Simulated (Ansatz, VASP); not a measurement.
**CaF in VASP and in Ansatz**

Contents of INCAR:

```
  PREC = Accurate
  ENCUT = 520
  EDIFF = 1E-7
  ISMEAR = -1
  SIGMA = 0.05
  LREAL = False
  LASPH = True
  NELM = 100
  ALGO = Normal
  ISIF = 2
  LWAVE = False
  LCHARG = False
  GGA = PE
  NBANDS = 16
```

File KPOINTS:

```
Automatic mesh
0
Gamma
  8 8 1
```

File POSCAR:

```
CaF
1.0
    3.7249700000      0.0000000000      0.0000000000
   -1.8624800000      3.2259200000      0.0000000000
    0.0000000000      0.0000000000     25.5276600000
Ca F
1 1
Direct
    0.6666700000      0.3333300000      0.3107600000
    0.0000000000      0.0000000000      0.2768400000
```

Contents of input.yaml:

```yaml
crystal:
  lattice:
    - [3.72497, 0.0, 0.0]
    - [-1.86248, 3.22592, 0.0]
    - [0.0, 0.0, 25.52766]
  atoms:
    - { symbol: Ca, position: [0.66667, 0.33333, 0.31076] }
    - { symbol: F, position: [0.0, 0.0, 0.27684] }
kpoints:
  mp_grid: { grid: [8, 8, 1] }
scf:
  occupations: { method: fermi_dirac, width: 0.05 }
hamiltonian:
  xc: pbe
  pseudopotentials: { kind: all_electron, lapw: { basis_error: 0.001 } }
output:
  forces: true
  stress: true
  eigenvalues: true
  populations: true
```

Alike in both runs: task single point; functional PBE; k mesh 8 × 8 × 1; occupations fermi-dirac, width 0.05 eV; no spin polarisation.

|  | VASP | Ansatz |
| --- | --- | --- |
| version | VASP 6.6.1 | Ansatz 0.2.0 |
| potentials or method | VASP PAW PBE potentials, release 64 (Ca_sv, F), cutoff 520 eV | all-electron LAPW, scalar-relativistic |

Ansatz gave:

```
gap on the k mesh at the Fermi level (eV) : none
rms of the force components (eV/Å)        : 0.009
```

Problem. What did VASP give for the same quantities?

Solution. gap on the k mesh at the Fermi level (eV): none; rms of the force components (eV/Å): 0.008.

Atom by atom the forces differ by 0.017 eV/Å (rms over components). A gap of «none» marks a metal or a gap that the smearing closes. Ansatz ran all-electron here, and VASP with PAW potentials.
